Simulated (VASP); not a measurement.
SrRe, 2 atoms in the cell. Symmetry: Pm-3m, No. 221, cubic system. The conventional cell has a = 3.662 Å, b = 3.662 Å, c = 3.662 Å, α = 90.00°, β = 90.00°, γ = 90.00°. Sr (site symmetry m-3m) has 8 Re at 3.17 Å and 6 Sr at 3.66 Å within 4.2 Å. Within 4.2 Å of Re (site symmetry m-3m) lie 8 Sr at 3.17 Å and 6 Re at 3.66 Å.  This cell differs from its parent crystal: volume scaled by 1.020.

```yaml
Program: VASP 6.6.1
Task: single point
Functional: PBE
Potentials_or_basis: VASP PAW PBE potentials, release 64 (Sr_sv, Re)
Cutoff: 520 eV
k_mesh: 10 × 10 × 10
Occupations: gaussian, width 0.05 eV
Spin: no spin polarisation
Dipole_correction: no
Further_INCAR_settings: ALGO = Fast; EDIFF = 1e-06; NBANDS = 16
```

Potentials or basis: VASP PAW PBE potentials, release 64 (Sr_sv, Re).

The run is started by

```bash
$ cat potpaw_PBE.64/Sr_sv/POTCAR potpaw_PBE.64/Re/POTCAR > POTCAR
$ mpirun -np 1 vasp_std > vasp.out
```

Hardware: 1 thread of Intel(R) Xeon(R) 6975P-C (Granite Rapids) (shared host).

Task: How long does it take, and how much memory?

Result: Wall time 40 s on 1 thread of Intel(R) Xeon(R) 6975P-C (Granite Rapids) (shared host), peak memory 0.19 GiB. Counts: scf iterations 33, k points 56.
